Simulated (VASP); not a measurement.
A run of VASP 6.6.1 is set up as follows.

The input INCAR:

```
SYSTEM = Ta3P3N
PREC = Accurate
ENCUT = 520
EDIFF = 1E-6
ISMEAR = 0
SIGMA = 0.1
LREAL = .FALSE.
LASPH = .TRUE.
NELM = 80
ALGO = Normal
ISIF = 2
LWAVE = .FALSE.
LCHARG = .TRUE.
GGA = PE
LELF = .TRUE.
LVHAR = .TRUE.
NBANDS = 36
```

Contents of KPOINTS:

```
regular mesh
0
G
  4 4 4
  0 0 0
```

POSCAR

```
Ta3P3N
1.0
    5.0208122000      0.0000000000      0.0000000000
    0.0000000000      5.0208122000      0.0000000000
    0.0000000000      0.0000000000      5.0208122000
Ta P N
3 3 1
Direct
    0.5000000000      0.0000000000      0.0000000000
    0.0000000000      0.5000000000      0.0000000000
    0.0000000000      0.0000000000      0.5000000000
    0.0000000000      0.5000000000      0.5000000000
    0.5000000000      0.0000000000      0.5000000000
    0.5000000000      0.5000000000      0.0000000000
    0.0000000000      0.0000000000      0.0000000000
```

Potentials or basis: VASP PAW PBE potentials, release 64 (Ta_pv, P, N).

Run with:

```bash
$ cat potpaw_PBE.64/Ta_pv/POTCAR potpaw_PBE.64/P/POTCAR potpaw_PBE.64/N/POTCAR > POTCAR
$ mpirun -np 1 vasp_std > vasp.out
```

Q: Predict the pressure.

A: -15.2 GPa.

Q: What does it give for the band gap on the k mesh?

A: Zero (an odd number of electrons rules out a gap without spin polarisation).

Caveat: the cell stands under tension; spin-orbit coupling is left out, which moves the levels of the heavy elements.
